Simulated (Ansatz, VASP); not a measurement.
**Ti2C5: VASP beside Ansatz**

```
CELL_PARAMETERS angstrom
3.35168 -2.82890 0.53868
3.35168 2.82890 0.53868
-1.02914 0.00000 3.09503
ATOMIC_POSITIONS crystal
Ti 0.29206 0.29206 0.82656
Ti 0.70794 0.70794 0.17344
C 0.00000 0.00000 0.00000
C 0.79632 0.33440 0.68237
C 0.66560 0.20368 0.31763
C 0.20368 0.66560 0.31763
C 0.33440 0.79632 0.68237
```

Change from the starting cell: species swapped into the Rb2Te5 type (C2/m, No. 12).

Alike in both runs: functional PBE; k mesh 3 × 3 × 4; occupations gaussian, width 0.2 eV; no spin polarisation.

Ansatz relaxed the structure, and its values are those at the end. VASP's run is a single point on that final structure, the one shown.

|  | VASP | Ansatz |
| --- | --- | --- |
| version | VASP 6.6.1 | Ansatz 0.2.0 |
| potentials or method | VASP PAW PBE potentials, release 64 (Ti_sv, C), cutoff 600 eV | scalar-relativistic, plane waves, PAW |
| valence electrons in the cell | 44 | 44 |

|  | VASP | Ansatz | Ansatz less VASP |
| --- | --- | --- | --- |
| gap on the k mesh at the Fermi level (eV) | none | none | - |
| pressure (GPa) | -0.2 | -0.3 | -0.14 |
| rms of the force components (eV/Å) | 0.030 | 0.010 | -0.0196 |

A gap of «none» marks a metal or a gap that the smearing closes. With one functional, cell and mesh, what is left measures potentials, basis and numerics.

The k mesh is coarse, so the values compare programs but aren't converged.
